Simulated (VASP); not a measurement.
# MgO (P6_3/mmc) in VASP: notebook, part 3 of 3

VASP 6.6.1. The steps go on from the part before.

## Step 5: Single point, PBE

This run uses another cell than the first one, of 12.80 Å³/atom.

INCAR

```
SYSTEM = MgO
PREC     = Accurate       ! precision mode
ENCUT    = 520            ! plane-wave cutoff, eV
EDIFF    = 1E-6           ! SCF threshold, eV
ISMEAR   = 0              ! smearing method
SIGMA    = 0.05           ! smearing width, eV
LREAL    = .FALSE.        ! projectors in reciprocal space
LASPH    = .TRUE.         ! aspherical terms in the spheres
NELM     = 80             ! most SCF steps
ALGO     = Normal         ! electronic algorithm
ISIF     = 2              ! what is computed and relaxed
LWAVE    = .FALSE.        ! write WAVECAR
LCHARG   = .FALSE.        ! write CHGCAR
GGA      = PE             ! functional
NBANDS   = 16             ! bands
```

KPOINTS

```
regular mesh
0
G
  9 9 6
  0 0 0
```

POSCAR

```
MgO
1.0
    3.6622000000      0.0000000000      0.0000000000
   -1.8311000000      3.1715582337      0.0000000000
    0.0000000000      0.0000000000      4.4090000000
Mg O
2 2
Direct
    0.6666666667      0.3333333333      0.7500000000
    0.3333333333      0.6666666667      0.2500000000
    0.6666666667      0.3333333333      0.2500000000
    0.3333333333      0.6666666667      0.7500000000
```

Potentials or basis: VASP PAW PBE potentials, release 64 (Mg, O).

On the command line:

```sh
$ cat potpaw_PBE.64/Mg/POTCAR potpaw_PBE.64/O/POTCAR > POTCAR
$ mpirun -np 1 vasp_std > vasp.out
```

OUTCAR:

```text
SYSTEM = MgO
   PREC = Accurate
   ENCUT = 520
   EDIFF = 1E-6
   ISMEAR = 0
   LREAL = .FALSE.
   LASPH = .TRUE.
   NELM = 80
   ISIF = 2
   GGA = PE

 ion  position               nearest neighbor table
   1  0.667  0.333  0.750-   4 2.11   4 2.11   4 2.11   3 2.20   3 2.20   2 3.05   2 3.05   2 3.05
                             2 3.05   2 3.05   2 3.05
   2  0.333  0.667  0.250-   3 2.11   3 2.11   3 2.11   4 2.20   4 2.20   1 3.05   1 3.05   1 3.05
                             1 3.05   1 3.05   1 3.05
   3  0.667  0.333  0.250-   2 2.11   2 2.11   2 2.11   1 2.20   1 2.20
   4  0.333  0.667  0.750-   1 2.11   1 2.11   1 2.11   2 2.20   2 2.20

  LATTYP: Found a hexagonal cell.
 ALAT       =     3.6622000000
 C/A-ratio  =     1.2039211403

  Lattice vectors:

 A1 = (   3.6622000000,   0.0000000000,   0.0000000000)
 A2 = (  -1.8311000000,   3.1715582337,   0.0000000000)
 A3 = (   0.0000000000,   0.0000000000,   4.4090000000)

Analysis of symmetry for initial positions (statically):
=====================================================================
 Subroutine PRICEL returns:
 Original cell was already a primitive cell.

 Routine SETGRP: Setting up the symmetry group for a
 hexagonal supercell.

 Subroutine GETGRP returns: Found 24 space group operations
 (whereof 12 operations were pure point group operations)
 out of a pool of 24 trial point group operations.

The static configuration has the point symmetry D_3d.
 The point group associated with its full space group is D_6h.

Analysis of symmetry for dynamics (positions and initial velocities):
=====================================================================
 Subroutine PRICEL returns:
 Original cell was already a primitive cell.

 Routine SETGRP: Setting up the symmetry group for a
 hexagonal supercell.

 Subroutine GETGRP returns: Found 24 space group operations
 (whereof 12 operations were pure point group operations)
 out of a pool of 24 trial point group operations.

The dynamic configuration has the point symmetry D_3d.
 The point group associated with its full space group is D_6h.

 Subroutine INISYM returns: Found 24 space group operations
 (whereof 12 operations are pure point group operations),
 and found     1 'primitive' translations

----------------------------------------------------------------------------------------

                                     Primitive cell

  volume of cell :      51.2100

  direct lattice vectors                    reciprocal lattice vectors
     3.662200000  0.000000000  0.000000000     0.273059909  0.157651212  0.000000000
    -1.831100000  3.171558234  0.000000000     0.000000000  0.315302424  0.000000000
     0.000000000  0.000000000  4.409000000     0.000000000  0.000000000  0.226808800

  length of vectors
     3.662200000  3.662200000  4.409000000     0.315302424  0.315302424  0.226808800

  position of ions in fractional coordinates (direct lattice)
     0.666666667  0.333333333  0.750000000
     0.333333333  0.666666667  0.250000000
     0.666666667  0.333333333  0.250000000
     0.333333333  0.666666667  0.750000000

  ion indices of the primitive-cell ions
   primitive index   ion index
                 1           1
                 2           2
                 3           3
                 4           4

----------------------------------------------------------------------------------------

 KPOINTS: regular mesh

[... 29 lines left out ...]
  0.111111  0.111111  0.000000      6.000000
[... 16 lines left out ...]
  0.333333  0.222222  0.166667     24.000000
  0.333333  0.333333  0.166667      4.000000
 [... further k-points ...]
   k-points           NKPTS =     48   k-points in BZ     NKDIM =     48   number of bands    NBANDS=     16
   number of dos      NEDOS =    301   number of ions     NIONS =      4
   total plane-waves  NPLWV =  28224
   dimension x,y,z NGX =    28 NGY =   28 NGZ =   36
   dimension x,y,z NGXF=    56 NGYF=   56 NGZF=   72
   ions per type =               2   2
   NGX,Y,Z   is equivalent  to a cutoff of  12.71, 12.71, 13.57 a.u.
   NGXF,Y,Z  is equivalent  to a cutoff of  25.42, 25.42, 27.15 a.u.
 SYSTEM =  MgO
   PREC   = accura    normal or accurate (medium, high low for compatibility)
   ISTART =      0    job   : 0-new  1-cont  2-samecut
   ICHARG =      2    charge: 1-file 2-atom 10-const
   ISPIN  =      1    spin polarized calculation?
   LNONCOLLINEAR =      F non collinear calculations
   LSORBIT =      F    spin-orbit coupling
   LASPH  =      T    aspherical Exc in radial PAW
   ENCUT  =  520.0 eV  38.22 Ry    6.18 a.u.   6.81  6.81  8.20*2*pi/ulx,y,z
   NELM   =     80;   NELMIN=  2; NELMDL= -5     # of ELM steps
   EDIFF  = 0.1E-05   stopping-criterion for ELM
   LREAL  =      F    real-space projection
   EDIFFG = 0.1E-04   stopping-criterion for IOM
   NSW    =      0    number of steps for IOM
   IBRION =     -1    ionic relax: 0-MD 1-quasi-New 2-CG
   NFREE  =      0    steps in history (QN), initial steepest desc. (CG)
   ISIF   =      2    stress and relaxation
   ISYM   =      2    0-nonsym 1-usesym 2-fastsym
   POTIM  = 0.5000    time-step for ionic-motion
   TEBEG  =    0.0;   TEEND  =   0.0 temperature during run
   PSTRESS=    0.0 pullay stress
   NELECT =      16.0000    total number of electrons
   NUPDOWN=      -1.0000    fix difference up-down
   EMIN   =  10.00;   EMAX   =-10.00  energy-range for DOS
   EFERMI =   0.00;   METHOD = LEGACY
   ISMEAR =     0;   SIGMA  =   0.05  broadening in eV -4-tet -1-fermi 0-gaus
   EFERMI_NEDOS =   21; number of points for ismear=-14 and -15
   IALGO  =     38    algorithm
   IMIX   =      4    mixing-type and parameters
     AMIX     =   0.40;   BMIX     =  1.00
     AMIX_MAG =   1.60;   BMIX_MAG =  1.00
  volume/ion in A,a.u.               =      12.80        86.40
  Fermi-wavevector in a.u.,A,eV,Ry     =   1.110870  2.099240 16.790025  1.234032
  Thomas-Fermi vector in A             =   2.247427
   LORBIT       =      0    0 simple, 1 ext, 2 COOP (PROOUT), +10 PAW based schemes
   GGA     = PE    functional components
   LHFCALC =     F    Hartree Fock is set to
   AEXX    =    0.0000 exact exchange contribution
   IVDW    =     0    specifies the selected vdW correction
   LEPSILON=     F    determine dielectric tensor
   LRPA    =     F    only Hartree local field effects (RPA)
 non-spin polarized calculation
 Gauss-broadening in eV      SIGMA  =   0.05
  energy-cutoff  :      520.00
  volume of cell :       51.21
 maximum number of plane-waves:      1396
 NGX is ok and might be reduce to    28
   NGX = 13   NGY = 13   NGZ = 17

 number of electron      15.9999999 magnetization

 Free energy of the ion-electron system (eV)
  ---------------------------------------------------
  ext. energy  EPLUGINS =         0.00000000
  ---------------------------------------------------
  free energy    TOTEN  =       -23.43526202 eV

  energy without entropy =      -23.43526202  energy(sigma->0) =      -23.43526202

 E-fermi :   1.3882     XC(G=0):  -9.4223

 val. band max:        1.0925654817   @ k =   0.0000   0.0000   0.0000
 cond. band min:       3.7759787623   @ k =   0.0000   0.0000   0.0000
 fundamental gap:      2.6834132806
 Fermi energy:         1.3881899735

 k-point     1 :       0.0000    0.0000    0.0000
  band No.  band energies     occupation
      1     -15.2341      2.00000
      2     -14.1986      2.00000
      3      -2.0445      2.00000
      4      -0.3686      2.00000
      5      -0.3686      2.00000
      6       0.4513      2.00000
[... 433 lines left out ...]
      3      -1.8662      2.00000
      4      -1.3752      2.00000
      5      -1.3752      2.00000
      6       0.0871      2.00000
[... 8 lines left out ...]
     15      14.2286      0.00000
     16      15.9563      0.00000

 [... further k-points ...]

------------------------ aborting loop because EDIFF is reached ----------------------------------------

  FORCE on cell =-STRESS in cart. coord.  units (eV):
  Direction    XX          YY          ZZ          XY          YZ          ZX
  --------------------------------------------------------------------------------------
  -------------------------------------------------------------------------------------
  Total       -3.7785722     -3.7785722     -3.9947314      0.0000000     -0.0000000      0.0000000
  in kB     -118.2179590   -118.2179590   -124.9808038      0.0000000     -0.0000000      0.0000000
  external PRESSURE =    -120.4722406 kB  Pullay stress =       0.0000000 kB

 VOLUME and BASIS-vectors are now :
 -----------------------------------------------------------------------------
  energy-cutoff  :      520.00
  volume of cell :       51.21
      direct lattice vectors                 reciprocal lattice vectors
     3.662200000  0.000000000  0.000000000     0.273059909  0.157651212  0.000000000
    -1.831100000  3.171558234  0.000000000     0.000000000  0.315302424  0.000000000
     0.000000000  0.000000000  4.409000000     0.000000000  0.000000000  0.226808800

 POSITION                                       TOTAL-FORCE (eV/Angst)
 -----------------------------------------------------------------------------------
      1.83110      1.05719      3.30675         0.000000      0.000000      0.000000
     -0.00000      2.11437      1.10225        -0.000000      0.000000      0.000000
      1.83110      1.05719      1.10225         0.000000     -0.000000      0.000000
     -0.00000      2.11437      3.30675        -0.000000      0.000000      0.000000
 -----------------------------------------------------------------------------------
    total drift:                               -0.000000      0.000000     -0.000000

  FREE ENERGIE OF THE ION-ELECTRON SYSTEM (eV)
  ---------------------------------------------------
  free  energy   TOTEN  =       -23.4352620195 eV

  energy  without entropy=      -23.4352620195  energy(sigma->0) =      -23.43526202
```

Wall time 60 s (1 thread of AMD EPYC 7R43 (Zen 3), shared host); peak memory 0.15 GiB.

Results:

| Quantity | Value |
| --- | --- |
| Free energy | -23.4353 eV |
| Pressure | -12.0 GPa |
| Band gap on the k mesh | 2.68 eV |

Caveat: the cell stands under tension.

## Step 6: Single point, PBE

This run uses another cell than the first one, of 12.92 Å³/atom.

INCAR

```
PREC = Accurate
ENCUT = 520
EDIFF = 1E-7
ISMEAR = 0
SIGMA = 0.05
LREAL = False
LASPH = True
NELM = 60
ALGO = Normal
ISIF = 2
LWAVE = False
LCHARG = False
GGA = PE
NBANDS = 16
```

KPOINTS

```
Automatic mesh
0
Gamma
  9 9 6
```

POSCAR

```
MgO
1.0
    3.6974000000      0.0000000000      0.0000000000
   -1.8487000000      3.2020423279      0.0000000000
    0.0000000000      0.0000000000      4.3666000000
Mg O
2 2
Direct
    0.6666666667      0.3333333333      0.7500000000
    0.3333333333      0.6666666667      0.2500000000
    0.6666666667      0.3333333333      0.2500000000
    0.3333333333      0.6666666667      0.7500000000
```

Potentials or basis: VASP PAW PBE potentials, release 64 (Mg, O).

On the command line:

```sh
$ cat potpaw_PBE.64/Mg/POTCAR potpaw_PBE.64/O/POTCAR > POTCAR
$ mpirun -np 1 vasp_std > vasp.out
```

It took 50 s on 1 thread of AMD EPYC 7R43 (Zen 3), shared host; peak memory 0.15 GiB.

It converged, with:

```
Free energy            : -23.3986 eV
Pressure               : -12.6 GPa
Band gap on the k mesh : 2.68 eV
```

Stress tensor (GPa, compression positive):
```
-12.78   0.00   0.00
  0.00 -12.78   0.00
  0.00   0.00 -12.29
```

Levels at points of the mesh, in eV from the valence-band top:
```
           k point  band 5  band 6  band 7  band 8  band 9  band 10  band 11  band 12
(0.00, 0.00, 0.00)   -1.44   -0.58   -0.58    0.00    2.68     8.27    11.15    11.42
(0.00, 0.00, 0.50)   -1.02   -1.02   -1.02   -1.02    5.65     5.65    11.76    11.76
```

Caveat: the cell stands under tension.

## Step 7: The runs side by side

| cell | gap on the mesh (eV) | pressure (GPa) |
| --- | --- | --- |
| a = 3.697, b = 3.697, c = 4.282 Å, angles 90.0, 90.0, 120.0°, 4 atoms | 2.81 | -10.9 |
| a = 3.662, b = 3.662, c = 4.367 Å, angles 90.0, 90.0, 120.0°, 4 atoms | 2.75 | -11.3 |
| a = 3.697, b = 3.697, c = 4.324 Å, angles 90.0, 90.0, 120.0°, 4 atoms | 2.74 | -11.8 |
| a = 3.662, b = 3.662, c = 4.409 Å, angles 90.0, 90.0, 120.0°, 4 atoms | 2.68 | -12.0 |
| a = 3.697, b = 3.697, c = 4.367 Å, angles 90.0, 90.0, 120.0°, 4 atoms | 2.68 | -12.6 |

Alike in all rows: task single point; level PBE; potentials or basis VASP PAW PBE potentials, release 64 (Mg, O); no spin polarisation; k mesh 9 × 9 × 6; cutoff (eV) 520; smearing gaussian 0.05 eV.

Caveats: the cell stands under tension.

Total energies depend on the potentials used, so only differences within one code and one set of settings carry meaning.
